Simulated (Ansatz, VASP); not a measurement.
# Two plane-wave programs on Sn

The input INCAR:

```
SYSTEM = Sn
  PREC = Accurate
  ENCUT = 520
  EDIFF = 1E-6
  ISMEAR = 0
  SIGMA = 0.15
  LREAL = .FALSE.
  LASPH = .TRUE.
  NELM = 80
  ALGO = Fast
  ISIF = 2
  LWAVE = .FALSE.
  LCHARG = .TRUE.
  GGA = PS
  LELF = .TRUE.
  LVHAR = .TRUE.
  NBANDS = 21
```

Contents of KPOINTS:

```
regular mesh
0
G
  20 20 12
  0 0 0
```

POSCAR

```
Sn
1.0
   -1.8723950223      1.8723950223      1.8723950223
    1.8723950223     -1.8723950223      1.8723950223
    3.7447900446      3.7447900446      0.0000000000
Sn
2
Direct
    0.0472060364     -0.0472060364      0.0000000000
    0.4527939636      0.5472060364      0.5000000000
```

Input for Ansatz:

```yaml
crystal:
  lattice:
    - [-1.8723950223, 1.8723950223, 1.8723950223]
    - [1.8723950223, -1.8723950223, 1.8723950223]
    - [3.7447900446, 3.7447900446, 0.0]
  atoms:
    - { symbol: Sn, position: [0.0472060364, -0.0472060364, 0.0] }
    - { symbol: Sn, position: [0.4527939636, 0.5472060364, 0.5] }
basis:
  ecutwfc: 420
kpoints:
  mp_grid: { grid: [20, 20, 12] }
hamiltonian:
  xc: pbesol
scf:
  occupations: { method: gaussian, width: 0.15 }
output:
  forces: true
  stress: true
  eigenvalues: true
```

Change from the starting cell: mode 1 (-4.3 1/cm) frozen in, largest displacement +0.250 Å.

Alike in both runs: task single point; functional PBEsol; k mesh 20 × 20 × 12; occupations gaussian, width 0.15 eV; no spin polarisation.

```csv
,VASP,Ansatz
version,VASP 6.6.1,Ansatz 0.2.0
potentials or method,"VASP PAW PBE potentials, release 64 (Sn_d), cutoff 520 eV","scalar-relativistic, plane waves, PAW"
valence electrons in the cell,28,28
```

Ansatz gave:

```
gap on the k mesh at the Fermi level (eV)                     : none
pressure (GPa)                                                : -0.1
traceless stress, the component that is largest in VASP (GPa) : -0.09
rms of the force components (eV/Å)                            : 0.010
```

Q: Which values does VASP return?

A: gap on the k mesh at the Fermi level (eV): none; pressure (GPa): -0.2; traceless stress, the component that is largest in VASP (GPa): -0.08; rms of the force components (eV/Å): 0.010.

VASP's potentials were made for PBE, not for PBEsol. Atom by atom the forces differ by 0.000 eV/Å (rms over components). A gap of «none» marks a metal or a gap that the smearing closes.
